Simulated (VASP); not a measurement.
# Cd (P6_3/mmc) in VASP: a series of runs

The runs below take Cd through single point, with LDA.

Everything below comes from runs of VASP 6.6.1. Logs are shortened: lines on timing, memory, paths and dates and some standing lists are left out, and cuts for length are marked.

### Step 1. The cell of the first run

It takes space group P6_3/mmc (No. 194, hexagonal). Conventional cell: a = 2.882 Å, b = 2.882 Å, c = 5.638 Å, α = 90.00°, β = 90.00°, γ = 120.00°. Cd (site symmetry -6m2) has 12 Cd at 2.88 to 3.27 Å within 3.8 Å.

### Step 2. Single point, LDA

File INCAR:

```
PREC = Accurate ; ENCUT = 630
EDIFF = 1E-6 ; ISMEAR = -1
SIGMA = 0.1 ; LREAL = False
LASPH = True ; NELM = 120
ALGO = Normal ; ISIF = 2
LWAVE = False ; LCHARG = False
NBANDS = 27 ; GGA_COMPAT = False
```

File KPOINTS:

```
regular mesh
0
Gamma
  21 21 9
```

File POSCAR:

```
Cd
1.0
    2.8818641727      0.0000000000      0.0000000000
   -1.4409320863      2.4957675838      0.0000000000
    0.0000000000      0.0000000000      5.6383707528
Cd
2
Direct
    0.3333333333      0.6666666667      0.2500000000
    0.6666666667      0.3333333333      0.7500000000
```

Potentials or basis: VASP PAW LDA potentials, release 64 (Cd_sv_GW).

The run is started by

```
> cat potpaw_LDA.64/Cd_sv_GW/POTCAR > POTCAR
> mpirun -np 1 vasp_std > vasp.out
```

OUTCAR:

```text
PREC = Accurate
   ENCUT = 630
   EDIFF = 1E-6
   ISMEAR = -1
   LREAL = False
   LASPH = True
   NELM = 120
   ISIF = 2

 ion  position               nearest neighbor table
   1  0.333  0.667  0.250-
   2  0.667  0.333  0.750-

  LATTYP: Found a hexagonal cell.
 ALAT       =     2.8818641727
 C/A-ratio  =     1.9565012141

  Lattice vectors:

 A1 = (   2.8818641727,   0.0000000000,   0.0000000000)
 A2 = (  -1.4409320863,   2.4957675838,   0.0000000000)
 A3 = (   0.0000000000,   0.0000000000,   5.6383707528)

Analysis of symmetry for initial positions (statically):
=====================================================================
 Subroutine PRICEL returns:
 Original cell was already a primitive cell.

 Routine SETGRP: Setting up the symmetry group for a
 hexagonal supercell.

 Subroutine GETGRP returns: Found 24 space group operations
 (whereof 12 operations were pure point group operations)
 out of a pool of 24 trial point group operations.

The static configuration has the point symmetry D_3d.
 The point group associated with its full space group is D_6h.

Analysis of symmetry for dynamics (positions and initial velocities):
=====================================================================
 Subroutine PRICEL returns:
 Original cell was already a primitive cell.

 Routine SETGRP: Setting up the symmetry group for a
 hexagonal supercell.

 Subroutine GETGRP returns: Found 24 space group operations
 (whereof 12 operations were pure point group operations)
 out of a pool of 24 trial point group operations.

The dynamic configuration has the point symmetry D_3d.
 The point group associated with its full space group is D_6h.

 Subroutine INISYM returns: Found 24 space group operations
 (whereof 12 operations are pure point group operations),
 and found     1 'primitive' translations

----------------------------------------------------------------------------------------

                                     Primitive cell

  volume of cell :      40.5538

  direct lattice vectors                    reciprocal lattice vectors
     2.881864173  0.000000000  0.000000000     0.346997617  0.200339167  0.000000000
    -1.440932086  2.495767584  0.000000000     0.000000000  0.400678335  0.000000000
     0.000000000  0.000000000  5.638370753     0.000000000  0.000000000  0.177356198

  length of vectors
[... 78 lines left out ...]
   LSORBIT =      F    spin-orbit coupling
   LASPH  =      T    aspherical Exc in radial PAW
   ENCUT  =  630.0 eV  46.30 Ry    6.80 a.u.   5.90  5.90 11.54*2*pi/ulx,y,z
   NELM   =    120;   NELMIN=  2; NELMDL= -5     # of ELM steps
   EDIFF  = 0.1E-05   stopping-criterion for ELM
   LREAL  =      F    real-space projection
   EDIFFG = 0.1E-04   stopping-criterion for IOM
   NSW    =      0    number of steps for IOM
   IBRION =     -1    ionic relax: 0-MD 1-quasi-New 2-CG
   NFREE  =      0    steps in history (QN), initial steepest desc. (CG)
   ISIF   =      2    stress and relaxation
   ISYM   =      2    0-nonsym 1-usesym 2-fastsym
   POTIM  = 0.5000    time-step for ionic-motion
   TEBEG  =    0.0;   TEEND  =   0.0 temperature during run
   PSTRESS=    0.0 pullay stress
   NELECT =      40.0000    total number of electrons
   NUPDOWN=      -1.0000    fix difference up-down
   EMIN   =  10.00;   EMAX   =-10.00  energy-range for DOS
   EFERMI =   0.00;   METHOD = LEGACY
   ISMEAR =    -1;   SIGMA  =   0.10  broadening in eV -4-tet -1-fermi 0-gaus
   EFERMI_NEDOS =   21; number of points for ismear=-14 and -15
   IALGO  =     38    algorithm
   IMIX   =      4    mixing-type and parameters
     AMIX     =   0.40;   BMIX     =  1.00
     AMIX_MAG =   1.60;   BMIX_MAG =  1.00
  volume/ion in A,a.u.               =      20.28       136.84
  Fermi-wavevector in a.u.,A,eV,Ry     =   1.629613  3.079521 36.132143  2.655638
  Thomas-Fermi vector in A             =   2.722050
   LORBIT       =      0    0 simple, 1 ext, 2 COOP (PROOUT), +10 PAW based schemes
   GGA     = CA    functional components
   LHFCALC =     F    Hartree Fock is set to
   AEXX    =    0.0000 exact exchange contribution
   IVDW    =     0    specifies the selected vdW correction
   LEPSILON=     F    determine dielectric tensor
   LRPA    =     F    only Hartree local field effects (RPA)
 non-spin polarized calculation
  energy-cutoff  :      630.00
  volume of cell :       40.55
 maximum number of plane-waves:      1475
 NGX is ok and might be reduce to    24
   NGX = 11   NGY = 11   NGZ = 23

 number of electron      40.0000021 magnetization

 Free energy of the ion-electron system (eV)
  ---------------------------------------------------
  ext. energy  EPLUGINS =         0.00000000
  ---------------------------------------------------
  free energy    TOTEN  =        -3.06924291 eV

  energy without entropy =       -3.05496379  energy(sigma->0) =       -3.06210335

 E-fermi :   6.8187     XC(G=0): -12.0169

 val. band max:        6.7841641794   @ k =   0.2381   0.0476   0.1111
 cond. band min:       6.8409649001   @ k =   0.2857   0.0476   0.0000
 fundamental gap:      0.0568007207
 Fermi energy:         6.8186882832

 k-point     1 :       0.0000    0.0000    0.0000
  band No.  band energies     occupation
      1     -95.7292      2.00000
      2     -95.7279      2.00000
      3     -57.1050      2.00000
      4     -57.0830      2.00000
      5     -57.0563      2.00000
      6     -57.0563      2.00000
[... 709 lines left out ...]
     26      19.5122      0.00000
     27      20.7900      0.00000

 [... further k-points ...]

------------------------ aborting loop because EDIFF is reached ----------------------------------------

  FORCE on cell =-STRESS in cart. coord.  units (eV):
  Direction    XX          YY          ZZ          XY          YZ          ZX
  --------------------------------------------------------------------------------------
  -------------------------------------------------------------------------------------
  Total        0.1493166      0.1493166     -0.2991400      0.0000000     -0.0000000      0.0000000
  in kB        5.8991226      5.8991226    -11.8182662      0.0000000     -0.0000000      0.0000000
  external PRESSURE =      -0.0066737 kB  Pullay stress =       0.0000000 kB

 VOLUME and BASIS-vectors are now :
 -----------------------------------------------------------------------------
  energy-cutoff  :      630.00
  volume of cell :       40.55
      direct lattice vectors                 reciprocal lattice vectors
     2.881864173  0.000000000  0.000000000     0.346997617  0.200339167  0.000000000
    -1.440932086  2.495767584  0.000000000     0.000000000  0.400678335  0.000000000
     0.000000000  0.000000000  5.638370753     0.000000000  0.000000000  0.177356198

 POSITION                                       TOTAL-FORCE (eV/Angst)
 -----------------------------------------------------------------------------------
     -0.00000      1.66385      1.40959        -0.000000      0.000000     -0.000000
      1.44093      0.83192      4.22878         0.000000     -0.000000      0.000000
 -----------------------------------------------------------------------------------
    total drift:                               -0.000000      0.000000      0.000000

  FREE ENERGIE OF THE ION-ELECTRON SYSTEM (eV)
  ---------------------------------------------------
  free  energy   TOTEN  =        -3.0692429090 eV

  energy  without entropy=       -3.0549637895  energy(sigma->0) =       -3.06210335
```

OSZICAR:

```text
N       E                     dE             d eps       ncg     rms          rms(c)
DAV:   1     0.112726393149E+04    0.11273E+04   -0.27396E+04 13264   0.256E+03
DAV:   2     0.113673220133E+03   -0.10136E+04   -0.95972E+03 12960   0.936E+02
DAV:   3     0.229762752212E+01   -0.11138E+03   -0.10948E+03 19495   0.394E+02
DAV:   4    -0.287863125610E+01   -0.51763E+01   -0.51652E+01 19068   0.111E+02
DAV:   5    -0.324346819009E+01   -0.36484E+00   -0.36482E+00 20057   0.241E+01    0.410E+01
DAV:   6    -0.308667770904E+01    0.15679E+00   -0.47584E-01 20274   0.157E+01    0.241E+01
DAV:   7    -0.306944966793E+01    0.17228E-01   -0.54357E-02 18608   0.317E+00    0.136E+00
DAV:   8    -0.306930079909E+01    0.14887E-03   -0.44517E-03 20520   0.148E+00    0.146E-01
DAV:   9    -0.306924373352E+01    0.57066E-04   -0.23286E-04 20615   0.201E-01    0.532E-02
DAV:  10    -0.306924299283E+01    0.74068E-06   -0.14692E-05 19662   0.889E-02    0.480E-03
DAV:  11    -0.306924290897E+01    0.83863E-07   -0.43026E-07  9183   0.180E-02
   1 F= -.30692429E+01 E0= -.30621033E+01  d E =-.142791E-01
```

It took 3.5 min on 1 thread of AMD EPYC 7R13 (Zen 3), shared host; peak memory 0.38 GiB.

What came out:

```
Free energy            : -3.0692 eV
Pressure               : 0.0 GPa
Band gap on the k mesh : zero (bands 20 and 21 overlap by 5.02 eV)
```

### Step 3. Single point, LDA

File INCAR:

```
SYSTEM = Cd
PREC = Accurate
ENCUT = 630
EDIFF = 1E-6
ISMEAR = -1
SIGMA = 0.6
LREAL = .FALSE.
LASPH = .TRUE.
NELM = 120
ALGO = Normal
ISIF = 2
LWAVE = .FALSE.
LCHARG = .TRUE.
GGA = CA
LELF = .TRUE.
LVHAR = .TRUE.
NBANDS = 27
GGA_COMPAT = .FALSE.
```

File KPOINTS:

```
Automatic mesh
0
G
  13 13 6
  0 0 0
```

POSCAR is that of step 2.

Potentials or basis: VASP PAW LDA potentials, release 64 (Cd_sv_GW).

The run is started by

```
> cat potpaw_LDA.64/Cd_sv_GW/POTCAR > POTCAR
> mpirun -np 1 vasp_std > vasp.out
```

Wall time 34 s (1 thread of Intel Xeon 6975P-C (Granite Rapids), shared host); peak memory 0.24 GiB.

Results (log left out):

```yaml
Free_energy: -3.3943 eV
Pressure: 1.7 GPa
Band_gap_on_the_k_mesh: zero (bands 20 and 21 overlap by 4.68 eV)
```

Stress tensor (GPa, compression positive):
```
 2.78  0.00  0.00
 0.00  2.78  0.00
 0.00  0.00 -0.35
```

Levels at points of the mesh, in eV from the Fermi level:
```csv
k point,band 18,band 19,band 20,band 21,band 22,band 23
"(0.00, 0.00, 0.00)",-8.42,-8.42,-3.41,-3.37,9.72,14.27
"(0.00, 0.00, 0.50)",-8.53,-7.73,-7.73,3.31,3.31,14.53
```

Caveat: so wide a smearing shifts energies and pressures.

### Step 4. Single point, LDA

File INCAR:

```
ALGO = Normal
EDIFF = 1E-6
ENCUT = 630
GGA_COMPAT = F
ISIF = 2
ISMEAR = 0
LASPH = T
LCHARG = F
LREAL = F
LWAVE = F
NBANDS = 27
NELM = 120
PREC = Accurate
SIGMA = 0.3
```

File KPOINTS:

```
k-points
0
Gamma
  13 13 6
```

POSCAR is that of step 3.

The run is started by

```
> cat potpaw_LDA.64/Cd_sv_GW/POTCAR > POTCAR
> mpirun -np 1 vasp_std > vasp.out
```

It took 39 s on 1 thread of Intel Xeon 6975P-C (Granite Rapids), shared host; peak memory 0.24 GiB.

The run converged. Its results:

```yaml
Free_energy: -3.0747 eV
Pressure: 0.0 GPa
Band_gap_on_the_k_mesh: zero (bands 20 and 21 overlap by 4.68 eV)
```

Stress tensor (GPa, compression positive):
```
 0.99  0.00  0.00
 0.00  0.99  0.00
 0.00  0.00 -1.90
```

Levels at points of the mesh, in eV from the Fermi level:
```
           k point  band 16  band 17  band 18  band 19  band 20  band 21  band 22  band 23  band 24  band 25
(0.00, 0.00, 0.00)    -8.61    -8.61    -8.37    -8.37    -3.35    -3.31     9.78    14.34    14.78    15.46
(0.00, 0.00, 0.50)    -8.48    -8.48    -8.48    -7.67    -7.67     3.37     3.37    14.60    14.60    16.78
```

Caveat: so wide a smearing shifts energies and pressures.

### Step 5. Single point, LDA

File INCAR:

```
ALGO = Normal ; EDIFF = 1E-6
ENCUT = 630 ; GGA = CA
GGA_COMPAT = F ; ISIF = 2
ISMEAR = 1 ; LASPH = T
LCHARG = T ; LELF = T
LREAL = F ; LVHAR = T
LWAVE = F ; NBANDS = 27
NELM = 120 ; PREC = Accurate
SIGMA = 1.0
```

KPOINTS is that of step 4.

POSCAR is that of step 4.

The run is started by

```
> cat potpaw_LDA.64/Cd_sv_GW/POTCAR > POTCAR
> mpirun -np 1 vasp_std > vasp.out
```

Wall time 56 s (1 thread of Intel Xeon 6975P-C (Granite Rapids), shared host); peak memory 0.24 GiB.

It converged, with:

```yaml
Free_energy: -3.0503 eV
Pressure: -0.1 GPa
Band_gap_on_the_k_mesh: zero (bands 20 and 21 overlap by 4.68 eV)
```

Stress tensor (GPa, compression positive):
```
 0.57  0.00  0.00
 0.00  0.57  0.00
 0.00  0.00 -1.40
```

Levels at points of the mesh, in eV from the Fermi level:
```tsv
k point	band 16	band 17	band 18	band 19	band 20	band 21	band 22	band 23	band 24	band 25
(0.00, 0.00, 0.00)	-8.70	-8.70	-8.46	-8.46	-3.44	-3.40	9.69	14.25	14.70	15.37
(0.00, 0.00, 0.50)	-8.57	-8.57	-8.57	-7.76	-7.76	3.28	3.28	14.51	14.51	16.69
```

Caveat: so wide a smearing shifts energies and pressures.

### Step 6. Overview

| k mesh | smearing | gap on the mesh (eV) | pressure (GPa) |
| --- | --- | --- | --- |
| 21 × 21 × 9 | fermi-dirac 0.1 eV | none | 0.0 |
| 13 × 13 × 6 | fermi-dirac 0.6 eV | none | 1.7 |
| 13 × 13 × 6 | gaussian 0.3 eV | none | 0.0 |
| 13 × 13 × 6 | methfessel-paxton 1 eV | none | -0.1 |

Alike in all rows: task single point; level LDA; potentials or basis VASP PAW LDA potentials, release 64 (Cd_sv_GW); no spin polarisation; cell as given; cutoff (eV) 630.

Caveats: so wide a smearing shifts energies and pressures (at least some runs).

Total energies depend on the potentials used, so only differences within one code and one set of settings carry meaning.

The gap in the log of VASP goes by the Fermi energy; the results here count the filled bands.